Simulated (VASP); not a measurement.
Runs of VASP 6.6.1 on PbO. The structure is that of space group Pm-3m (No. 221), or close to it. The cells are those of the table. 

| task | level | potentials or basis | spin | cell | k mesh | cutoff (eV) | grid for exact exchange (PRECFOCK) | gap on the mesh (eV) | pressure (GPa) | relaxed volume (Å³/atom) |
| --- | --- | --- | --- | --- | --- | --- | --- | --- | --- | --- |
| single point | PBE0 | VASP PAW PBE potentials, release 64 (Pb_d, O) | off | a = 3.179 Å, 2 atoms | 6 × 6 × 6 | 520 | Normal | (a) | -0.9 | - |
| relaxation of cell and atoms | r2SCAN | VASP PAW PBE potentials, release 64 (Pb_d, O) | off | relaxed from a = 3.215 Å, 2 atoms | 8 × 8 × 8 | 600 | - | 0.41 | 0.0 | 16.10 |
| single point | PBE | VASP PAW PBE potentials, release 64 (Pb_d, O) | non-collinear, zero start, SOC | a = 3.179 Å, 2 atoms | 8 × 8 × 8 | 520 | - | - | 3.2 | - |
| relaxation of cell and atoms | LDA | VASP PAW LDA potentials, release 64 (Pb_d, O) | off | relaxed from a = 3.215 Å, 2 atoms | 8 × 8 × 8 | 600 | - | 0.44 | 0.0 | 15.28 |
| relaxation of cell and atoms | PBE | VASP PAW PBE potentials, release 64 (Pb_d, O) | off | relaxed from a = 2.636 Å, 2 atoms | 8 × 8 × 8 | 600 | - | (b) | 0.0 | (c) |

Alike in all rows: smearing fermi-dirac 0.02 eV.

Task: Estimate the missing entries.

Result: (a) 0.68; (b) 0.40; (c) 16.20.

Caveats: spin-orbit coupling is left out, which moves the levels of the heavy elements (some runs); the PAW data sets were made with another functional, which shifts forces and pressure a little (some runs); the volume moved by over 15 % at a fixed basis, so the end points are rough (some runs).

A k mesh can miss the band edges, and rows without SOC leave out spin-orbit coupling on Pb.
